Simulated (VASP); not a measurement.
# TiBH: single point with PBE

TiBH:

```
CELL_PARAMETERS angstrom
3.04764 0.00000 0.00000
-1.52382 2.63934 0.00000
0.00000 0.00000 5.82894
ATOMIC_POSITIONS crystal
Ti 0.00000 0.00000 0.73431
Ti 0.00000 0.00000 0.26569
B 0.33333 0.66667 0.00000
B 0.66667 0.33333 0.00000
H 0.33333 0.66667 0.50000
H 0.66667 0.33333 0.50000
```

The cell was generated, and may not be a known phase.

- Program: VASP 6.6.1
- Task: single point
- Functional: PBE
- Potentials or basis: VASP PAW PBE potentials, release 64 (Ti_sv, B, H)
- Cutoff: 520 eV
- k mesh: 6 × 6 × 4
- Occupations: gaussian, width 0.1 eV
- Spin: no spin polarisation
- Dipole correction: no
- Further INCAR settings: ALGO = Normal; EDIFF = 1e-06; NBANDS = 25

* Pressure: 0.1 GPa
* Largest force: 0.006 eV/Å
* Band gap on the k mesh: zero (bands 16 and 17 overlap by 0.22 eV)

Forces on the atoms (eV/Å):
```
Ti   0.000  0.000 -0.006
Ti   0.000  0.000  0.006
B    0.000  0.000  0.000
B    0.000  0.000  0.000
H    0.000  0.000  0.000
H    0.000  0.000  0.000
```

Levels at points of the mesh, in eV from the Fermi level:
| k point | band 14 | band 15 | band 16 | band 17 | band 18 | band 19 |
| --- | --- | --- | --- | --- | --- | --- |
| (0.00, 0.00, 0.00) | -1.87 | -0.05 | -0.05 | 0.41 | 0.41 | 1.57 |
| (0.50, 0.00, 0.00) | -3.21 | -3.15 | -1.56 | 1.73 | 1.84 | 1.92 |
| (0.00, 0.00, 0.50) | -2.32 | 0.05 | 0.05 | 0.54 | 0.55 | 0.55 |
| (0.50, 0.00, 0.50) | -3.26 | -1.80 | -1.01 | 0.50 | 1.59 | 1.70 |

It took 13 s on 1 thread of Intel(R) Xeon(R) 6975P-C (Granite Rapids), with other jobs on the host, peak memory 0.17 GiB.

Caveat: the k points lie up to 0.40 Å⁻¹ apart.
